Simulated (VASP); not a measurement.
A run of VASP 6.6.1:

INCAR

```
SYSTEM = Na
PREC = Accurate
ENCUT = 500
EDIFF = 1E-6
ISMEAR = 0
SIGMA = 0.1
LREAL = .FALSE.
LASPH = .TRUE.
NELM = 120
ALGO = Normal
ISIF = 2
LWAVE = .FALSE.
LCHARG = .FALSE.
GGA = CA
NBANDS = 10
GGA_COMPAT = .FALSE.
```

File KPOINTS:

```
regular mesh
0
G
  14 14 14
  0 0 0
```

POSCAR

```
Na
1.0
   -1.9641678200      1.9641678200      1.9641678200
    1.9641678200     -1.9641678200      1.9641678200
    1.9641678200      1.9641678200     -1.9641678200
Na
1
Direct
    0.0000000000      0.0000000000      0.0000000000
```

Potentials or basis: VASP PAW LDA potentials, release 64 (Na_pv).

Launch:

```sh
$ cat potpaw_LDA.64/Na_pv/POTCAR > POTCAR
$ mpirun -np 1 vasp_std > vasp.out
```

Hardware: 1 thread of AMD EPYC 7R13 Processor (Zen 3), on a shared host.

Problem. Estimate the wall time of this run.

Solution. It took 14 s on 1 thread of AMD EPYC 7R13 Processor (Zen 3), with other jobs on the host, peak memory 0.11 GiB. Counts: scf iterations 9, k points 104.
